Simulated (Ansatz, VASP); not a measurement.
AgCl: VASP beside Ansatz

```
Ag Cl
1.0
     3.43397    0.00000    0.00000
     0.00000    3.43397    0.00000
     0.00000    0.00000    3.43397
Ag Cl
1 1
Direct
  0.00000 0.00000 0.00000
  0.50000 0.50000 0.50000
```

Alike in both runs: task single point; functional PBE-based screened hybrid; k mesh 4 × 4 × 4; occupations fermi-dirac, width 0.05 eV; no spin polarisation.

```csv
,VASP,Ansatz
version,VASP 6.6.1,Ansatz 0.2.0
potentials or method,"VASP PAW PBE potentials, release 64 (Ag, Cl)",Ansatz PAW
plane-wave cutoff (eV),520,420
valence electrons in the cell,18,26
```

Ansatz gave:

```
gap on the k mesh at the Fermi level (eV) : 1.13
least direct gap on the mesh (eV)         : 2.60
pressure (GPa)                            : 0.0
```

What did VASP give for the same quantities?

gap on the k mesh at the Fermi level (eV): 1.13; least direct gap on the mesh (eV): 2.60; pressure (GPa): -0.2.

VASP's potentials were made for PBE, not for PBE-based screened hybrid. VASP's potentials hold 18 valence electrons a cell and Ansatz's 26, so a difference there can come from the potentials and not from the codes.

The k mesh is coarse, so the values compare programs but aren't converged.
